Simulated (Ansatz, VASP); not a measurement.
# One calculation of SrVO3, two programs

```xyz
5
Lattice="3.8409 0.0000 0.0000 0.0000 3.8409 0.0000 0.0000 0.0000 3.8409" Properties=species:S:1:pos:R:3 pbc="T T T"
Sr    1.9204    1.9204    1.9204
V     0.0000    0.0000    0.0000
O     1.9204    0.0000    0.0000
O     0.0000    1.9204    0.0000
O     0.0000    0.0000    1.9204
```

Alike in both runs: task single point; functional r2SCAN; k mesh 5 × 5 × 5; occupations gaussian, width 0.05 eV; collinear spin; Hubbard terms V d U = 4.0 eV.

```csv
,VASP,Ansatz
version,VASP 6.6.1,Ansatz 0.2.0
potentials or method,"VASP PAW PBE potentials, release 64 (Sr_sv, V_sv, O), cutoff 520 eV","scalar-relativistic, plane waves, PAW"
valence electrons in the cell,41,41
```

Ansatz gave:

- pressure (GPa): 4.5
- traceless stress, the component that is largest in VASP (GPa): -7.33
- net moment per atom (μB): 0.20
- size of the moment on the site where the two differ most (μB): 0.83

**Question.** Which values does VASP return?

**Answer.** Pressure (GPa): 5.1; traceless stress, the component that is largest in VASP (GPa): -0.18; net moment per atom (μB): 0.20; size of the moment on the site where the two differ most (μB): 1.20.

VASP's potentials were made for PBE, not for r2SCAN. Site moments also hang on the region over which each program counts them. The programs project onto different local orbitals, so the same U acts differently, and such runs can settle in different states. Ansatz's warnings: specified occupation not kept, stability check not made, symmetry narrowed by occupation matrices.
